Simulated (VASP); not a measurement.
# Ag in VASP: further runs

The runs below take Ag through single point, with PBEsol.

Program: VASP 6.6.1. These are calculated values, not measurements. Logs are shortened: lines on timing, memory, paths and dates and some standing lists are left out, and cuts for length are marked.

## 1. The cell of the first run

The cell holds a slab with vacuum, 7 atoms: a = 2.869 Å, b = 2.869 Å, c = 21.039 Å, α = 90.00°, β = 90.00°, γ = 120.00°.

## 2. Single point, PBEsol

Contents of INCAR:

```
SYSTEM = Ag
PREC = Accurate
ENCUT = 520
EDIFF = 1E-7
ISMEAR = 0
SIGMA = 0.1
LREAL = .False.
LASPH = .True.
NELM = 100
ALGO = Normal
ISIF = 2
LWAVE = .False.
LCHARG = .True.
LDIPOL = .True.
IDIPOL = 3
DIPOL = 0.5 0.5 0.500
GGA = PS
LELF = .True.
LVHAR = .True.
LVACPOTAV = .True.
NBANDS = 48
```

Contents of KPOINTS:

```
Automatic mesh
0
Gamma
  12 12 1
  0 0 0
```

Contents of POSCAR:

```
Ag
1.0
    2.8687411796      0.0000000000      0.0000000000
   -1.4343705898      2.4844027385      0.0000000000
    0.0000000000      0.0000000000     21.0393450970
Ag
7
Direct
    0.0000000000      0.0000000000      0.1663549879
    0.6666666667      0.3333333333      0.2774792490
    0.3333333333      0.6666666667      0.3886035100
    0.6666666667      0.3333333333      0.5000000000
    0.3333333333      0.6666666667      0.6111242610
    0.0000000000      0.0000000000      0.7222485220
    0.3333333333      0.6666666667      0.8336450121
```

Potentials or basis: VASP PAW PBE potentials, release 64 (Ag).

Command:

```console
$ cat potpaw_PBE.64/Ag/POTCAR > POTCAR
$ mpirun -np 1 vasp_std > vasp.out
```

OUTCAR:

```text
SYSTEM = Ag
   PREC = Accurate
   ENCUT = 520
   EDIFF = 1E-7
   ISMEAR = 0
   LREAL = .False.
   LASPH = .True.
   NELM = 100
   ISIF = 2
   GGA = PS

 ion  position               nearest neighbor table
   1  0.000  0.000  0.166-   2 2.87   2 2.87   2 2.87
   2  0.667  0.333  0.277-   3 2.87   3 2.87   3 2.87   1 2.87   1 2.87   1 2.87
   3  0.333  0.667  0.389-   2 2.87   2 2.87   2 2.87   4 2.87   4 2.87   4 2.87
   4  0.667  0.333  0.500-   5 2.87   5 2.87   5 2.87   3 2.87   3 2.87   3 2.87
   5  0.333  0.667  0.611-   6 2.87   4 2.87   4 2.87   6 2.87   6 2.87   4 2.87
   6  0.000  0.000  0.722-   5 2.87   5 2.87   5 2.87   7 2.87   7 2.87   7 2.87
   7  0.333  0.667  0.834-   6 2.87   6 2.87   6 2.87

  LATTYP: Found a hexagonal cell.
 ALAT       =     2.8687411796
 C/A-ratio  =     7.3339990539

  Lattice vectors:

 A1 = (   2.8687411796,   0.0000000000,   0.0000000000)
 A2 = (  -1.4343705898,   2.4844027385,   0.0000000000)
 A3 = (   0.0000000000,   0.0000000000,  21.0393450970)

Analysis of symmetry for initial positions (statically):
=====================================================================
 Subroutine PRICEL returns:
 Original cell was already a primitive cell.

 Routine SETGRP: Setting up the symmetry group for a
 hexagonal supercell.

 Subroutine GETGRP returns: Found  6 space group operations
 (whereof  6 operations were pure point group operations)
 out of a pool of 24 trial point group operations.

The static configuration has the point symmetry C_3v.

Analysis of symmetry for dynamics (positions and initial velocities):
=====================================================================
 Subroutine PRICEL returns:
 Original cell was already a primitive cell.

 Routine SETGRP: Setting up the symmetry group for a
 hexagonal supercell.

 Subroutine GETGRP returns: Found  6 space group operations
 (whereof  6 operations were pure point group operations)
 out of a pool of 24 trial point group operations.

The dynamic configuration has the point symmetry C_3v.

 Subroutine INISYM returns: Found  6 space group operations
 (whereof  6 operations are pure point group operations),
 and found     1 'primitive' translations

----------------------------------------------------------------------------------------

                                     Primitive cell

  volume of cell :     149.9497

  direct lattice vectors                    reciprocal lattice vectors
     2.868741180  0.000000000  0.000000000     0.348584950  0.201255615  0.000000000
    -1.434370590  2.484402739  0.000000000     0.000000000  0.402511229  0.000000000
     0.000000000  0.000000000 21.039345097     0.000000000  0.000000000  0.047529997

  length of vectors
     2.868741180  2.868741180 21.039345097     0.402511229  0.402511229  0.047529997

  position of ions in fractional coordinates (direct lattice)
     0.000000000  0.000000000  0.166354988
     0.666666667  0.333333333  0.277479249
     0.333333333  0.666666667  0.388603510
     0.666666667  0.333333333  0.500000000
     0.333333333  0.666666667  0.611124261
     0.000000000  0.000000000  0.722248522
     0.333333333  0.666666667  0.833645012

  ion indices of the primitive-cell ions
   primitive index   ion index
                 1           1
                 2           2
                 3           3
                 4           4
                 5           5
                 6           6
                 7           7

----------------------------------------------------------------------------------------

 KPOINTS: Automatic mesh

Automatic generation of k-mesh.
 Grid dimensions read from file:
 generate k-points for:   12   12    1

 Generating k-lattice:

  Cartesian coordinates                     Fractional coordinates (reciprocal lattice)
     0.029048746  0.016771301  0.000000000     0.083333333  0.000000000  0.000000000
     0.000000000  0.033542602  0.000000000     0.000000000  0.083333333  0.000000000
     0.000000000  0.000000000  0.047529997     0.000000000  0.000000000  1.000000000

  Length of vectors
     0.033542602  0.033542602  0.047529997

  Shift w.r.t. Gamma in fractional coordinates (k-lattice)
     0.000000000  0.000000000  0.000000000

 Subroutine IBZKPT returns following result:
 ===========================================

 Found     19 irreducible k-points:

 Following reciprocal coordinates:
            Coordinates               Weight
  0.000000  0.000000  0.000000      1.000000
  0.083333 -0.000000  0.000000      6.000000
  0.166667  0.000000  0.000000      6.000000
  0.250000  0.000000  0.000000      6.000000
  0.333333 -0.000000  0.000000      6.000000
  0.416667 -0.000000  0.000000      6.000000
[... 11 lines left out ...]
  0.333333  0.250000  0.000000     12.000000
  0.333333  0.333333  0.000000      2.000000
   k-points           NKPTS =     19   k-points in BZ     NKDIM =     19   number of bands    NBANDS=     48
   number of dos      NEDOS =    301   number of ions     NIONS =      7
   total plane-waves  NPLWV =  92160
   dimension x,y,z NGX =    24 NGY =   24 NGZ =  160
   dimension x,y,z NGXF=    48 NGYF=   48 NGZF=  320
   ions per type =               7
   NGX,Y,Z   is equivalent  to a cutoff of  13.91, 13.91, 12.64 a.u.
   NGXF,Y,Z  is equivalent  to a cutoff of  27.82, 27.82, 25.29 a.u.
 SYSTEM =  Ag
   PREC   = accura    normal or accurate (medium, high low for compatibility)
   ISTART =      0    job   : 0-new  1-cont  2-samecut
   ICHARG =      2    charge: 1-file 2-atom 10-const
   ISPIN  =      1    spin polarized calculation?
   LNONCOLLINEAR =      F non collinear calculations
   LSORBIT =      F    spin-orbit coupling
   LASPH  =      T    aspherical Exc in radial PAW
   ENCUT  =  520.0 eV  38.22 Ry    6.18 a.u.   5.33  5.33 39.12*2*pi/ulx,y,z
   NELM   =    100;   NELMIN=  2; NELMDL= -5     # of ELM steps
   EDIFF  = 0.1E-06   stopping-criterion for ELM
   LREAL  =      F    real-space projection
   EDIFFG = 0.1E-05   stopping-criterion for IOM
   NSW    =      0    number of steps for IOM
   IBRION =     -1    ionic relax: 0-MD 1-quasi-New 2-CG
   NFREE  =      0    steps in history (QN), initial steepest desc. (CG)
   ISIF   =      2    stress and relaxation
   ISYM   =      2    0-nonsym 1-usesym 2-fastsym
   POTIM  = 0.5000    time-step for ionic-motion
   TEBEG  =    0.0;   TEEND  =   0.0 temperature during run
   PSTRESS=    0.0 pullay stress
   NELECT =      77.0000    total number of electrons
   NUPDOWN=      -1.0000    fix difference up-down
   EMIN   =  10.00;   EMAX   =-10.00  energy-range for DOS
   EFERMI =   0.00;   METHOD = LEGACY
   ISMEAR =     0;   SIGMA  =   0.10  broadening in eV -4-tet -1-fermi 0-gaus
   EFERMI_NEDOS =   21; number of points for ismear=-14 and -15
   IALGO  =     38    algorithm
   IMIX   =      4    mixing-type and parameters
     AMIX     =   0.40;   BMIX     =  1.00
     AMIX_MAG =   1.60;   BMIX_MAG =  1.00
  volume/ion in A,a.u.               =      21.42       144.56
  Fermi-wavevector in a.u.,A,eV,Ry     =   1.310961  2.477358 23.383239  1.718620
  Thomas-Fermi vector in A             =   2.441456
   LORBIT       =      0    0 simple, 1 ext, 2 COOP (PROOUT), +10 PAW based schemes
   GGA     = PS    functional components
   LHFCALC =     F    Hartree Fock is set to
   AEXX    =    0.0000 exact exchange contribution
   IVDW    =     0    specifies the selected vdW correction
   LEPSILON=     F    determine dielectric tensor
   LRPA    =     F    only Hartree local field effects (RPA)
 non-spin polarized calculation
 Gauss-broadening in eV      SIGMA  =   0.10
  energy-cutoff  :      520.00
  volume of cell :      149.95
 maximum number of plane-waves:      4075
 NGX is ok and might be reduce to    24
   NGX = 11   NGY = 11   NGZ = 79

 dipolmoment           0.000000      0.000000     -0.000062 electrons x Angstroem

 number of electron      76.9999984 magnetization

 dipolmoment           0.000000      0.000000      0.000086 electrons x Angstroem

 Free energy of the ion-electron system (eV)
  ---------------------------------------------------
  ext. energy  EPLUGINS =         0.00000000
  ---------------------------------------------------
  free energy    TOTEN  =       -22.23323439 eV

  energy without entropy =      -22.21694163  energy(sigma->0) =      -22.22508801

 E-fermi :   5.5740     XC(G=0): -10.3968

 val. band max:        5.5380588188   @ k =   0.1667   0.0833   0.0000
 cond. band min:       5.6137210944   @ k =   0.4167  -0.0000   0.0000
 fundamental gap:      0.0756622755
 Fermi energy:         5.5740361046

 k-point     1 :       0.0000    0.0000    0.0000
  band No.  band energies     occupation
      1      -2.1756      2.00000
      2      -1.7848      2.00000
      3      -1.2258      2.00000
      4      -0.8181      2.00000
      5      -0.7990      2.00000
      6      -0.6376      2.00000
[... 40 lines left out ...]
     47      15.0719      0.00000
     48      15.3348      0.00000

 k-point     2 :       0.0833   -0.0000    0.0000
  band No.  band energies     occupation
      1      -1.9824      2.00000
      2      -1.5977      2.00000
      3      -1.0464      2.00000
      4      -0.6960      2.00000
      5      -0.6502      2.00000
      6      -0.4852      2.00000
[... 40 lines left out ...]
     47      15.2302      0.00000
     48      15.4707      0.00000

 k-point     3 :       0.1667    0.0000    0.0000
  band No.  band energies     occupation
      1      -1.4511      2.00000
      2      -1.1041      2.00000
      3      -0.6137      2.00000
      4      -0.4094      2.00000
      5      -0.3215      2.00000
      6      -0.1297      2.00000
[... 805 lines left out ...]
     47      11.7284      0.00000
     48      12.2324      0.00000

 k-point    19 :       0.3333    0.3333    0.0000
  band No.  band energies     occupation
      1      -0.2232      2.00000
      2      -0.1268      2.00000
      3      -0.0404      2.00000
      4       0.0678      2.00000
      5       0.0719      2.00000
      6       0.0846      2.00000
[... 40 lines left out ...]
     47      11.4537      0.00000
     48      11.7739      0.00000

------------------------ aborting loop because EDIFF is reached ----------------------------------------

  FORCE on cell =-STRESS in cart. coord.  units (eV):
  Direction    XX          YY          ZZ          XY          YZ          ZX
  --------------------------------------------------------------------------------------
  -------------------------------------------------------------------------------------
  Total       -1.1613520     -1.1613520     -0.3968988      0.0000000      0.0000000      0.0000000
  in kB      -12.4087734    -12.4087734     -4.2407706      0.0000000      0.0000000      0.0000000
  external PRESSURE =      -9.6861058 kB  Pullay stress =       0.0000000 kB

 VOLUME and BASIS-vectors are now :
 -----------------------------------------------------------------------------
  energy-cutoff  :      520.00
  volume of cell :      149.95
      direct lattice vectors                 reciprocal lattice vectors
     2.868741180  0.000000000  0.000000000     0.348584950  0.201255615  0.000000000
    -1.434370590  2.484402739  0.000000000     0.000000000  0.402511229  0.000000000
     0.000000000  0.000000000 21.039345097     0.000000000  0.000000000  0.047529997

 POSITION                                       TOTAL-FORCE (eV/Angst)
 -----------------------------------------------------------------------------------
      0.00000      0.00000      3.50000        -0.000000     -0.000000      0.023029
      1.43437      0.82813      5.83798        -0.000000      0.000000      0.018665
     -0.00000      1.65627      8.17596        -0.000000      0.000000     -0.037630
      1.43437      0.82813     10.51967         0.000000      0.000000     -0.002008
     -0.00000      1.65627     12.85765        -0.000000      0.000000      0.044340
      0.00000      0.00000     15.19564         0.000000      0.000000     -0.018207
     -0.00000      1.65627     17.53935         0.000000     -0.000000     -0.028189
 -----------------------------------------------------------------------------------
    total drift:                                0.000000     -0.000000     -0.000814

  FREE ENERGIE OF THE ION-ELECTRON SYSTEM (eV)
  ---------------------------------------------------
  free  energy   TOTEN  =       -22.2332343943 eV

  energy  without entropy=      -22.2169416321  energy(sigma->0) =      -22.22508801
```

Wall time 6.6 min (1 thread of Intel Xeon 8259CL, shared host); peak memory 0.33 GiB.

Results:

```
Free energy            : -22.2332 eV
Largest force          : 0.044 eV/Å
Band gap on the k mesh : zero (an odd number of electrons rules out a gap without spin polarisation)
```

Forces in eV/Å, atoms in the order of the input:
```
Ag   0.000  0.000  0.023
Ag   0.000  0.000  0.019
Ag   0.000  0.000 -0.038
Ag   0.000  0.000 -0.002
Ag   0.000  0.000  0.044
Ag   0.000  0.000 -0.018
Ag   0.000  0.000 -0.028
```

Caveat: the PAW data sets were made with another functional, which shifts forces and pressure a little.

## 3. Single point, PBEsol

This run uses another cell than the first one.

Contents of INCAR:

```
SYSTEM = Ag
ALGO = Normal ; DIPOL = 0.5 0.5 0.500
EDIFF = 1E-6 ; ENCUT = 520
GGA = PS ; IDIPOL = 3
ISIF = 2 ; ISMEAR = 0
LASPH = .TRUE. ; LCHARG = .FALSE.
LDIPOL = .TRUE. ; LREAL = .FALSE.
LWAVE = .FALSE. ; NBANDS = 48
NELM = 100 ; PREC = Accurate
SIGMA = 0.1
```

Contents of KPOINTS:

```
k-points
0
G
  12 12 1
  0 0 0
```

Contents of POSCAR:

```
Ag
1.0
    2.8687411796      0.0000000000      0.0000000000
   -1.4343705898      2.4844027385      0.0000000000
    0.0000000000      0.0000000000     24.0393450970
Ag
7
Direct
    0.0000000000      0.0000000000      0.2079923550
    0.6666666667      0.3333333333      0.3052488180
    0.3333333333      0.6666666667      0.4025052810
    0.6666666667      0.3333333333      0.5000000000
    0.3333333333      0.6666666667      0.5972564630
    0.0000000000      0.0000000000      0.6945129259
    0.3333333333      0.6666666667      0.7920076450
```

Potentials or basis: VASP PAW PBE potentials, release 64 (Ag).

Command:

```console
$ cat potpaw_PBE.64/Ag/POTCAR > POTCAR
$ mpirun -np 1 vasp_std > vasp.out
```

OUTCAR:

```text
SYSTEM = Ag
   EDIFF = 1E-6
   ENCUT = 520
   GGA = PS
   ISIF = 2
   ISMEAR = 0
   LASPH = .TRUE.
   LREAL = .FALSE.
   NELM = 100
   PREC = Accurate

 ion  position               nearest neighbor table
   1  0.000  0.000  0.208-   2 2.87   2 2.87   2 2.87
   2  0.667  0.333  0.305-   3 2.87   1 2.87   3 2.87   1 2.87   1 2.87   3 2.87
   3  0.333  0.667  0.403-   2 2.87   2 2.87   2 2.87   4 2.87   4 2.87   4 2.87
   4  0.667  0.333  0.500-   5 2.87   5 2.87   5 2.87   3 2.87   3 2.87   3 2.87
   5  0.333  0.667  0.597-   6 2.87   6 2.87   6 2.87   4 2.87   4 2.87   4 2.87
   6  0.000  0.000  0.695-   5 2.87   5 2.87   5 2.87   7 2.87   7 2.87   7 2.87
   7  0.333  0.667  0.792-   6 2.87   6 2.87   6 2.87
[... 1179 lines left out ...]
  in kB      -10.8804016    -10.8804016     -3.7351735      0.0000000     -0.0000000      0.0000000
  external PRESSURE =      -8.4986589 kB  Pullay stress =       0.0000000 kB

 VOLUME and BASIS-vectors are now :
 -----------------------------------------------------------------------------
  energy-cutoff  :      520.00
  volume of cell :      171.33
      direct lattice vectors                 reciprocal lattice vectors
     2.868741180  0.000000000  0.000000000     0.348584950  0.201255615  0.000000000
    -1.434370590  2.484402739  0.000000000     0.000000000  0.402511229  0.000000000
     0.000000000  0.000000000 24.039345097     0.000000000  0.000000000  0.041598471

 POSITION                                       TOTAL-FORCE (eV/Angst)
 -----------------------------------------------------------------------------------
      0.00000      0.00000      5.00000        -0.000000     -0.000000      0.024915
      1.43437      0.82813      7.33798        -0.000000     -0.000000      0.017871
     -0.00000      1.65627      9.67596        -0.000000      0.000000     -0.038292
      1.43437      0.82813     12.01967        -0.000000     -0.000000     -0.001565
     -0.00000      1.65627     14.35765         0.000000     -0.000000      0.044208
      0.00000      0.00000     16.69564         0.000000     -0.000000     -0.018314
     -0.00000      1.65627     19.03935         0.000000     -0.000000     -0.028823
 -----------------------------------------------------------------------------------
    total drift:                                0.000000     -0.000000     -0.001208

  FREE ENERGIE OF THE ION-ELECTRON SYSTEM (eV)
  ---------------------------------------------------
  free  energy   TOTEN  =       -22.2330630910 eV

  energy  without entropy=      -22.2160935107  energy(sigma->0) =      -22.22457830

 vacuum level on the upper side and lower side of the slab         8.343         8.317
```

stdout:

```text
POSCAR found type information on POSCAR Ag
 POSCAR found :  1 types and       7 ions
 scaLAPACK will be used
 -----------------------------------------------------------------------------
|                                                                             |
|                                                                             |
|     You enforced a specific xc type in the INCAR file but a different       |
|     I HOPE YOU KNOW WHAT YOU ARE DOING!                                     |
|                                                                             |
 -----------------------------------------------------------------------------

 LDA part: xc-table for (Slater+PW92), standard interpolation
 POSCAR, INCAR and KPOINTS ok, starting setup
 FFT: planning ... GRIDC
 FFT: planning ... GRID_SOFT
 FFT: planning ... GRID
 WAVECAR not read
 entering main loop
```

It took 6.5 min on 1 thread of Intel Xeon 8259CL, shared host; peak memory 0.37 GiB.

What came out:

```yaml
Free_energy: -22.2331 eV
Largest_force: 0.044 eV/Å
Band_gap_on_the_k_mesh: zero (an odd number of electrons rules out a gap without spin polarisation)
```

Forces on the atoms (eV/Å):
```
Ag   0.000  0.000  0.025
Ag   0.000  0.000  0.018
Ag   0.000  0.000 -0.038
Ag   0.000  0.000 -0.002
Ag   0.000  0.000  0.044
Ag   0.000  0.000 -0.018
Ag   0.000  0.000 -0.029
```

Levels at points of the mesh, in eV from the Fermi level:
| k point | band 36 | band 37 | band 38 | band 39 | band 40 | band 41 | band 42 | band 43 |
| --- | --- | --- | --- | --- | --- | --- | --- | --- |
| (0.00, 0.00, 0.00) | -3.14 | -2.98 | -2.98 | -2.92 | -2.92 | -1.98 | -0.39 | 0.08 |
| (0.50, 0.00, 0.00) | 0.05 | 0.23 | 0.72 | 1.05 | 1.43 | 1.60 | 1.67 | 4.37 |

Caveat: the PAW data sets were made with another functional, which shifts forces and pressure a little.

[end of part 1 of 2]

The gap in the log of VASP goes by the Fermi energy; the results here count the filled bands.